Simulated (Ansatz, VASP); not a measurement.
Te2Mo in VASP and in Ansatz

The input POSCAR:

```
Te2Mo
1.0
    3.5181997400      0.0000000000      0.0000000000
   -1.7590998700      3.0468503500      0.0000000000
    0.0000000000      0.0000000000     13.9735999500
Te Mo
4 2
Direct
    0.3333333333      0.6666666667      0.6210000000
    0.6666666667      0.3333333333      0.1210000000
    0.3333333333      0.6666666667      0.8790000000
    0.6666666667      0.3333333333      0.3790000000
    0.3333333333      0.6666666667      0.2500000000
    0.6666666667      0.3333333333      0.7500000000
```

INCAR.step1

```
PREC = Accurate
ENCUT = 520
ISMEAR = 0
SIGMA = 0.05
LREAL = F
LASPH = T
NELM = 150
ISPIN = 2
MAGMOM = 0.02 -0.02 0.02 -0.02 0.07 -0.07
LMAXMIX = 4
LDAU = T
LDAUTYPE = 2
LDAUL = -1 2
LDAUU = 0 4
LDAUJ = 0 0
NBANDS = 39
GGA = PE
ALGO = Normal
EDIFF = 1E-4
LWAVE = T
LCHARG = F
```

Contents of INCAR.step2:

```
PREC = Accurate
ENCUT = 520
EDIFF = 1E-6
ISMEAR = 0
SIGMA = 0.05
LREAL = F
LASPH = T
NELM = 150
ALGO = Normal
ISIF = 2
LWAVE = F
LCHARG = F
ISPIN = 2
MAGMOM = 0.02 -0.02 0.02 -0.02 0.07 -0.07
LORBIT = 11
LMAXMIX = 4
LDAU = T
LDAUTYPE = 2
LDAUL = -1 2
LDAUU = 0 4
LDAUJ = 0 0
LDAUPRINT = 1
METAGGA = R2SCAN
LMIXTAU = T
NBANDS = 39
ISTART = 1
```

The input KPOINTS:

```
Automatic mesh
0
Gamma
  6 6 2
```

Input for Ansatz:

```yaml
crystal:
  lattice:
    - [3.51819974, 0.0, 0.0]
    - [-1.75909987, 3.04685035, 0.0]
    - [0.0, 0.0, 13.97359995]
  atoms:
    - { symbol: Te, position: [0.3333333333, 0.6666666667, 0.621] }
    - { symbol: Te, position: [0.6666666667, 0.3333333333, 0.121] }
    - { symbol: Te, position: [0.3333333333, 0.6666666667, 0.879] }
    - { symbol: Te, position: [0.6666666667, 0.3333333333, 0.379] }
    - { symbol: Mo, position: [0.3333333333, 0.6666666667, 0.25], spin: 0.3 }
    - { symbol: Mo, position: [0.6666666667, 0.3333333333, 0.75], spin: 0.3 }
basis:
  ecutwfc: 500
  ecutrho_ratio: 4
kpoints:
  mp_grid: { grid: [6, 6, 2] }
hamiltonian:
  xc: r2scan
  hubbard:
    sites:
      - { site: 4, l: d, u_eff: 4.0, starting_ns: [{ spin: up, occupation_matrix: s4up }, { spin: down, occupation_matrix: s4down }] }
      - { site: 5, l: d, u_eff: 4.0, starting_ns: [{ spin: up, occupation_matrix: s5up }, { spin: down, occupation_matrix: s5down }] }
    occupation_matrices:
      s4up:
        matrix:
          - [0.02, 0.0, 0.0, 0.0, 0.0]
          - [0.0, 0.02, 0.0, 0.0, 0.0]
          - [0.0, 0.0, 0.97, 0.0, 0.0]
          - [0.0, 0.0, 0.0, 0.02, 0.0]
          - [0.0, 0.0, 0.0, 0.0, 0.02]
      s4down:
        matrix:
          - [0.02, 0.0, 0.0, 0.0, 0.0]
          - [0.0, 0.02, 0.0, 0.0, 0.0]
          - [0.0, 0.0, 0.97, 0.0, 0.0]
          - [0.0, 0.0, 0.0, 0.02, 0.0]
          - [0.0, 0.0, 0.0, 0.0, 0.02]
      s5up:
        matrix:
          - [0.97, 0.0, 0.0, 0.0, 0.0]
          - [0.0, 0.02, 0.0, 0.0, 0.0]
          - [0.0, 0.0, 0.02, 0.0, 0.0]
          - [0.0, 0.0, 0.0, 0.02, 0.0]
          - [0.0, 0.0, 0.0, 0.0, 0.02]
      s5down:
        matrix:
          - [0.02, 0.0, 0.0, 0.0, 0.0]
          - [0.0, 0.97, 0.0, 0.0, 0.0]
          - [0.0, 0.0, 0.02, 0.0, 0.0]
          - [0.0, 0.0, 0.0, 0.02, 0.0]
          - [0.0, 0.0, 0.0, 0.0, 0.02]
    ns_hold: { iters: 5 }
scf:
  occupations: { method: gaussian, width: 0.05 }
  lower_state_search: "off"
  max_iter: 150
output:
  forces: true
  stress: true
  eigenvalues: true
  populations: true
  hubbard: { sites: [{ site: 4, l: d }, { site: 5, l: d }] }
magnetization:
  spin_polarized: true
```

Alike in both runs: task single point; functional r2SCAN; k mesh 6 × 6 × 2; occupations gaussian, width 0.05 eV; collinear spin; Hubbard terms Mo d U = 4.0 eV.

|  | VASP | Ansatz |
| --- | --- | --- |
| version | VASP 6.6.1 | Ansatz 0.2.0 |
| potentials or method | VASP PAW PBE potentials, release 64 (Te, Mo_sv), cutoff 520 eV | scalar-relativistic, plane waves, PAW |
| valence electrons in the cell | 52 | 92 |

Ansatz gave:

| Property | Result |
| --- | --- |
| gap on the k mesh at the Fermi level (eV) | 0.17 |
| least direct gap on the mesh (eV) | 0.73 |
| pressure (GPa) | 4.2 |
| traceless stress, the component that is largest in VASP (GPa) | -0.30 |
| rms of the force components (eV/Å) | 0.105 |
| net moment per atom (μB) | 0.00 |
| size of the moment on the site where the two differ most (μB) | 0.07 |

Estimate VASP's values.

gap on the k mesh at the Fermi level (eV): 0.92; least direct gap on the mesh (eV): 1.12; pressure (GPa): 3.8; traceless stress, the component that is largest in VASP (GPa): -0.11; rms of the force components (eV/Å): 0.080; net moment per atom (μB): 0.00; size of the moment on the site where the two differ most (μB): 0.00.

VASP's potentials were made for PBE, not for r2SCAN. Site moments also hang on the region over which each program counts them. The programs project onto different local orbitals, so the same U acts differently, and such runs can settle in different states. Atom by atom the forces differ by 0.036 eV/Å (rms over components). VASP's potentials hold 52 valence electrons a cell and Ansatz's 92, so a difference there can come from the potentials and not from the codes. Ansatz's warnings: seeded moment not kept, specified occupation not kept, symmetry narrowed by occupation matrices.

Neither program's run includes spin-orbit coupling.
